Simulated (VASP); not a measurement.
A run of VASP 6.6.1 is set up as follows.

INCAR

```
ALGO = Normal
EDIFF = 1E-6
ENCUT = 520
GGA = PE
ISIF = 2
ISMEAR = -1
LASPH = True
LCHARG = False
LREAL = Auto
LWAVE = False
NBANDS = 245
NELM = 100
PREC = Accurate
SIGMA = 0.01
```

File KPOINTS:

```
k-points
0
Gamma
  3 3 1
```

File POSCAR:

```
SrZn23S24
1.0
    7.6240000000      0.0000000000      0.0000000000
   -3.8120000000      6.6025776784      0.0000000000
    0.0000000000      0.0000000000     18.6899900000
Zn Sr S
23 1 24
Direct
    0.0000000000      0.0000000000      0.0000000000
    0.0000000000      0.5000000000      0.0000000000
    0.5000000000      0.0000000000      0.0000000000
    0.5000000000      0.5000000000      0.0000000000
    0.0000000000      0.0000000000      0.5000000000
    0.0000000000      0.5000000000      0.5000000000
    0.5000000000      0.0000000000      0.5000000000
    0.5000000000      0.5000000000      0.5000000000
    0.1666666666      0.8333333334      0.1666700000
    0.6666666666      0.3333333334      0.1666700000
    0.6666666666      0.8333333334      0.1666700000
    0.3333333334      0.1666666666      0.6666700000
    0.3333333334      0.6666666666      0.6666700000
    0.8333333334      0.1666666666      0.6666700000
    0.8333333334      0.6666666666      0.6666700000
    0.3333333334      0.1666666666      0.3333300000
    0.3333333334      0.6666666666      0.3333300000
    0.8333333334      0.1666666666      0.3333300000
    0.8333333334      0.6666666666      0.3333300000
    0.1666666666      0.3333333334      0.8333300000
    0.1666666666      0.8333333334      0.8333300000
    0.6666666666      0.3333333334      0.8333300000
    0.6666666666      0.8333333334      0.8333300000
    0.1666666666      0.3333333334      0.1666700000
    0.0000000000      0.0000000000      0.1250000000
    0.0000000000      0.5000000000      0.1250000000
    0.5000000000      0.0000000000      0.1250000000
    0.5000000000      0.5000000000      0.1250000000
    0.0000000000      0.0000000000      0.6250000000
    0.0000000000      0.5000000000      0.6250000000
    0.5000000000      0.0000000000      0.6250000000
    0.5000000000      0.5000000000      0.6250000000
    0.1666666666      0.3333333334      0.2916700000
    0.1666666666      0.8333333334      0.2916700000
    0.6666666666      0.3333333334      0.2916700000
    0.6666666666      0.8333333334      0.2916700000
    0.3333333334      0.1666666666      0.7916700000
    0.3333333334      0.6666666666      0.7916700000
    0.8333333334      0.1666666666      0.7916700000
    0.8333333334      0.6666666666      0.7916700000
    0.3333333334      0.1666666666      0.4583300000
    0.3333333334      0.6666666666      0.4583300000
    0.8333333334      0.1666666666      0.4583300000
    0.8333333334      0.6666666666      0.4583300000
    0.1666666666      0.3333333334      0.9583300000
    0.1666666666      0.8333333334      0.9583300000
    0.6666666666      0.3333333334      0.9583300000
    0.6666666666      0.8333333334      0.9583300000
```

Potentials or basis: VASP PAW PBE potentials, release 64 (Zn, Sr_sv, S).

The run is started by

```console
$ cat potpaw_PBE.64/Zn/POTCAR potpaw_PBE.64/Sr_sv/POTCAR potpaw_PBE.64/S/POTCAR > POTCAR
$ mpirun -np 1 vasp_std > vasp.out
```

(1) Predict the largest force.

(2) What does it give for the band gap on the k mesh?

Answers

(1) 5.428 eV/Å.

(2) 2.25 eV.
